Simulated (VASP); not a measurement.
A run of VASP 6.6.1:

INCAR

```
PREC = Accurate ; ENCUT = 520
EDIFF = 1E-8 ; ISMEAR = -1
SIGMA = 0.08 ; LREAL = F
LASPH = T ; NELM = 60
ALGO = Normal ; ISIF = 2
LWAVE = F ; LCHARG = F
GGA = PS ; LEFG = T
NBANDS = 10
```

The input KPOINTS:

```
regular mesh
0
Gamma
  10 10 10
```

File POSCAR:

```
K
1.0
   -2.6693463691      2.6693463691      2.6693463691
    2.6693463691     -2.6693463691      2.6693463691
    2.6693463691      2.6693463691     -2.6693463691
K
1
Direct
    0.0000000000      0.0000000000      0.0000000000
```

Potentials or basis: VASP PAW PBE potentials, release 64 (K_sv).

Run with:

```bash
$ cat potpaw_PBE.64/K_sv/POTCAR > POTCAR
$ mpirun -np 1 vasp_std > vasp.out
```

Hardware: 1 thread of Intel(R) Xeon(R) 6975P-C (Granite Rapids) (shared host).

Estimate the wall time of this run.

Run time: 13 s on 1 thread of Intel(R) Xeon(R) 6975P-C (Granite Rapids), on a shared host, peak memory 0.21 GiB. Counts: scf iterations 12, k points 47.
